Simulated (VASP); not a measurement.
# Al (P6_3/mmc) in VASP: a series of runs, part 2 of 2

VASP 6.6.1. The steps go on from the part before.

### 5 Single point, PBE+D3(BJ) (16.80 Å³/atom)

This run uses another cell than the first one, of 16.80 Å³/atom.

Contents of INCAR:

```
SYSTEM = Al
PREC     = Accurate       ! precision mode
ENCUT    = 520            ! plane-wave cutoff, eV
EDIFF    = 1E-7           ! SCF threshold, eV
ISMEAR   = 0              ! smearing method
SIGMA    = 0.1            ! smearing width, eV
LREAL    = .False.        ! projectors in reciprocal space
LASPH    = .True.         ! aspherical terms in the spheres
NELM     = 60             ! most SCF steps
ALGO     = Fast           ! electronic algorithm
ISIF     = 2              ! what is computed and relaxed
LWAVE    = .False.        ! write WAVECAR
LCHARG   = .True.         ! write CHGCAR
GGA      = PE             ! functional
IVDW     = 12             ! dispersion correction
LELF     = .True.         ! ELF
LVHAR    = .True.       
NBANDS   = 14             ! bands
```

Contents of KPOINTS:

```
Automatic mesh
0
Gamma
  18 18 6
  0 0 0
```

Contents of POSCAR:

```
Al
1.0
    2.8684696371      0.0000000000      0.0000000000
   -1.4342348186      2.4841675757      0.0000000000
    0.0000000000      0.0000000000      9.4330059618
Al
4
Direct
    0.0000000000      0.0000000000      0.0000000000
    0.3333333333      0.6666666667      0.2500000000
    0.0000000000      0.0000000000      0.5000000000
    0.6666666667      0.3333333333      0.7500000000
```

Potentials or basis: VASP PAW PBE potentials, release 64 (Al).

Launch:

```bash
cat potpaw_PBE.64/Al/POTCAR > POTCAR
mpirun -np 1 vasp_std > vasp.out
```

OUTCAR:

```text
SYSTEM = Al
   PREC = Accurate
   ENCUT = 520
   EDIFF = 1E-7
   ISMEAR = 0
   LREAL = .False.
   LASPH = .True.
   NELM = 60
   ISIF = 2
   GGA = PE
   IVDW = 12
 IVDW          = 12

 ion  position               nearest neighbor table
   1  0.000  0.000  0.000-   2 2.88   4 2.88   4 2.88   2 2.88   4 2.88   2 2.88
   2  0.333  0.667  0.250-   1 2.88   3 2.88   1 2.88   3 2.88   1 2.88   3 2.88
   3  0.000  0.000  0.500-   2 2.88   4 2.88   4 2.88   2 2.88   4 2.88   2 2.88
   4  0.667  0.333  0.750-   1 2.88   3 2.88   1 2.88   3 2.88   1 2.88   3 2.88

  LATTYP: Found a hexagonal cell.
 ALAT       =     2.8684696371
 C/A-ratio  =     3.2885151859

  Lattice vectors:

 A1 = (   2.8684696371,   0.0000000000,   0.0000000000)
 A2 = (  -1.4342348186,   2.4841675757,   0.0000000000)
 A3 = (   0.0000000000,   0.0000000000,   9.4330059618)

Analysis of symmetry for initial positions (statically):
=====================================================================
 Subroutine PRICEL returns:
 Original cell was already a primitive cell.

 Routine SETGRP: Setting up the symmetry group for a
 hexagonal supercell.

 Subroutine GETGRP returns: Found 24 space group operations
 (whereof 12 operations were pure point group operations)
 out of a pool of 24 trial point group operations.

The static configuration has the point symmetry D_3d.
 The point group associated with its full space group is D_6h.

Analysis of symmetry for dynamics (positions and initial velocities):
=====================================================================
 Subroutine PRICEL returns:
 Original cell was already a primitive cell.

 Routine SETGRP: Setting up the symmetry group for a
 hexagonal supercell.

 Subroutine GETGRP returns: Found 24 space group operations
 (whereof 12 operations were pure point group operations)
 out of a pool of 24 trial point group operations.

The dynamic configuration has the point symmetry D_3d.
 The point group associated with its full space group is D_6h.

 Subroutine INISYM returns: Found 24 space group operations
 (whereof 12 operations are pure point group operations),
 and found     1 'primitive' translations

----------------------------------------------------------------------------------------

                                     Primitive cell

  volume of cell :      67.2173

  direct lattice vectors                    reciprocal lattice vectors
     2.868469637  0.000000000  0.000000000     0.348617948  0.201274666  0.000000000
    -1.434234819  2.484167576  0.000000000     0.000000000  0.402549333  0.000000000
     0.000000000  0.000000000  9.433005962     0.000000000  0.000000000  0.106010746

  length of vectors
     2.868469637  2.868469637  9.433005962     0.402549333  0.402549333  0.106010746

  position of ions in fractional coordinates (direct lattice)
     0.000000000  0.000000000  0.000000000
     0.333333333  0.666666667  0.250000000
     0.000000000  0.000000000  0.500000000
     0.666666667  0.333333333  0.750000000

  ion indices of the primitive-cell ions
   primitive index   ion index
                 1           1
                 2           2
                 3           3
                 4           4

----------------------------------------------------------------------------------------

[... 56 lines left out ...]
   ions per type =               4
   NGX,Y,Z   is equivalent  to a cutoff of  13.91, 13.91, 12.34 a.u.
   NGXF,Y,Z  is equivalent  to a cutoff of  27.82, 27.82, 24.67 a.u.
 SYSTEM =  Al
   PREC   = accura    normal or accurate (medium, high low for compatibility)
   ISTART =      0    job   : 0-new  1-cont  2-samecut
   ICHARG =      2    charge: 1-file 2-atom 10-const
   ISPIN  =      1    spin polarized calculation?
   LNONCOLLINEAR =      F non collinear calculations
   LSORBIT =      F    spin-orbit coupling
   LASPH  =      T    aspherical Exc in radial PAW
   ENCUT  =  520.0 eV  38.22 Ry    6.18 a.u.   5.33  5.33 17.54*2*pi/ulx,y,z
   NELM   =     60;   NELMIN=  2; NELMDL= -5     # of ELM steps
   EDIFF  = 0.1E-06   stopping-criterion for ELM
   LREAL  =      F    real-space projection
   EDIFFG = 0.1E-05   stopping-criterion for IOM
   NSW    =      0    number of steps for IOM
   IBRION =     -1    ionic relax: 0-MD 1-quasi-New 2-CG
   NFREE  =      0    steps in history (QN), initial steepest desc. (CG)
   ISIF   =      2    stress and relaxation
   ISYM   =      2    0-nonsym 1-usesym 2-fastsym
   POTIM  = 0.5000    time-step for ionic-motion
   TEBEG  =    0.0;   TEEND  =   0.0 temperature during run
   PSTRESS=    0.0 pullay stress
   NELECT =      12.0000    total number of electrons
   NUPDOWN=      -1.0000    fix difference up-down
   EMIN   =  10.00;   EMAX   =-10.00  energy-range for DOS
   EFERMI =   0.00;   METHOD = LEGACY
   ISMEAR =     0;   SIGMA  =   0.10  broadening in eV -4-tet -1-fermi 0-gaus
   EFERMI_NEDOS =   21; number of points for ismear=-14 and -15
   IALGO  =     68    algorithm
   IMIX   =      4    mixing-type and parameters
     AMIX     =   0.40;   BMIX     =  1.00
     AMIX_MAG =   1.60;   BMIX_MAG =  1.00
  volume/ion in A,a.u.               =      16.80       113.40
  Fermi-wavevector in a.u.,A,eV,Ry     =   0.921810  1.741969 11.561333  0.849734
  Thomas-Fermi vector in A             =   2.047268
   LORBIT       =      0    0 simple, 1 ext, 2 COOP (PROOUT), +10 PAW based schemes
   GGA     = PE    functional components
   LHFCALC =     F    Hartree Fock is set to
   AEXX    =    0.0000 exact exchange contribution
   IVDW    =    12    specifies the selected vdW correction
   LEPSILON=     F    determine dielectric tensor
   LRPA    =     F    only Hartree local field effects (RPA)
 non-spin polarized calculation
 RMM-DIIS sequential band-by-band and
 Gauss-broadening in eV      SIGMA  =   0.10
  energy-cutoff  :      520.00
  volume of cell :       67.22
 maximum number of plane-waves:      1837
 NGX is ok and might be reduce to    24
   NGX = 11   NGY = 11   NGZ = 35

 number of electron      12.0000000 magnetization

 Free energy of the ion-electron system (eV)
  ---------------------------------------------------
  ext. energy  EPLUGINS =         0.00000000
  ---------------------------------------------------
  free energy    TOTEN  =       -14.93409788 eV

  energy without entropy =      -14.92670630  energy(sigma->0) =      -14.93040209

 E-fermi :   7.8080     XC(G=0): -10.1315

 val. band max:        7.7806393227   @ k =   0.2778   0.2222   0.0000
 cond. band min:       7.8281943213   @ k =   0.4444   0.0556   0.3333
 fundamental gap:      0.0475549986
 Fermi energy:         7.8079641529

 k-point     1 :       0.0000    0.0000    0.0000
  band No.  band energies     occupation
      1      -3.1994      2.00000
      2      -1.5482      2.00000
      3      -1.5415      2.00000
      4       3.2556      2.00000
      5       3.3707      2.00000
      6      11.0826      0.00000
      7      11.0938      0.00000
      8      18.4319      0.00000
      9      18.4319      0.00000
     10      18.6404      0.00000
     11      18.6404      0.00000
     12      19.6395      0.00000
     13      19.6407      0.00000
     14      19.8342      0.00000
[... 377 lines left out ...]
      1       1.6749      2.00000
      2       3.2525      2.00000
      3       3.2608      2.00000
      4       4.2128      2.00000
      5       5.8097      2.00000
      6       5.8472      2.00000
      7       7.9118      0.14189
      8       8.2033      0.00000
      9      10.1313      0.00000
     10      10.3730      0.00000
     11      11.1681      0.00000
     12      12.0935      0.00000
     13      12.2815      0.00000
     14      15.6244      0.00000

 [... further k-points ...]

------------------------ aborting loop because EDIFF is reached ----------------------------------------

 Edisp (eV)   -1.31988

 E8    (eV) :    -0.5900

  FORCE on cell =-STRESS in cart. coord.  units (eV):
  Direction    XX          YY          ZZ          XY          YZ          ZX
  --------------------------------------------------------------------------------------
  -------------------------------------------------------------------------------------
  Total      -1.86321    -1.86321    -1.86044     0.00000     0.00000    -0.00000
  in kB     -44.41105   -44.41105   -44.34496     0.00000     0.00000    -0.00000
  external pressure =      -44.39 kB  Pullay stress =        0.00 kB

 VOLUME and BASIS-vectors are now :
 -----------------------------------------------------------------------------
  energy-cutoff  :      520.00
  volume of cell :       67.22
      direct lattice vectors                 reciprocal lattice vectors
     2.868469637  0.000000000  0.000000000     0.348617948  0.201274666  0.000000000
    -1.434234819  2.484167576  0.000000000     0.000000000  0.402549333  0.000000000
     0.000000000  0.000000000  9.433005962     0.000000000  0.000000000  0.106010746

 POSITION                                       TOTAL-FORCE (eV/Angst)
 -----------------------------------------------------------------------------------
      0.00000      0.00000      0.00000        -0.000000      0.000000     -0.000000
     -0.00000      1.65611      2.35825         0.000000     -0.000000     -0.000000
      0.00000      0.00000      4.71650        -0.000000      0.000000     -0.000000
      1.43423      0.82806      7.07475         0.000000      0.000000      0.000000
 -----------------------------------------------------------------------------------
    total drift:                               -0.000000      0.000000      0.000000

  FREE ENERGIE OF THE ION-ELECTRON SYSTEM (eV)
  ---------------------------------------------------
  free  energy   TOTEN  =       -16.2539788024 eV

  energy  without entropy=      -16.2465872178  energy(sigma->0) =      -16.25028301
```

It took 2.9 min on 1 thread of Intel Xeon 8259CL, shared host; peak memory 0.26 GiB.

Results:

- Free energy: -16.2540 eV
- Pressure: -4.4 GPa
- Band gap on the k mesh: zero (bands 6 and 7 overlap by 5.33 eV)
- Dispersion energy per atom: -0.330 eV

Caveat: the cell stands under tension.

### 6 Overview

| cell | gap on the mesh (eV) | pressure (GPa) |
| --- | --- | --- |
| a = 2.757, b = 2.757, c = 9.053 Å, angles 90.0, 90.0, 120.0°, 4 atoms | none | 6.0 |
| a = 2.786, b = 2.786, c = 9.148 Å, angles 90.0, 90.0, 120.0°, 4 atoms | none | 2.8 |
| a = 2.843, b = 2.843, c = 9.333 Å, angles 90.0, 90.0, 120.0°, 4 atoms | none | -2.4 |
| a = 2.868, b = 2.868, c = 9.433 Å, angles 90.0, 90.0, 120.0°, 4 atoms | none | -4.4 |

Alike in all rows: task single point; level PBE+D3(BJ); potentials or basis VASP PAW PBE potentials, release 64 (Al); no spin polarisation; k mesh 18 × 18 × 6; cutoff (eV) 520; smearing gaussian 0.1 eV.

Caveats: the cell stands under pressure (at least some runs); the cell stands under tension (at least some runs).

Total energies depend on the potentials used, so only differences within one code and one set of settings carry meaning.
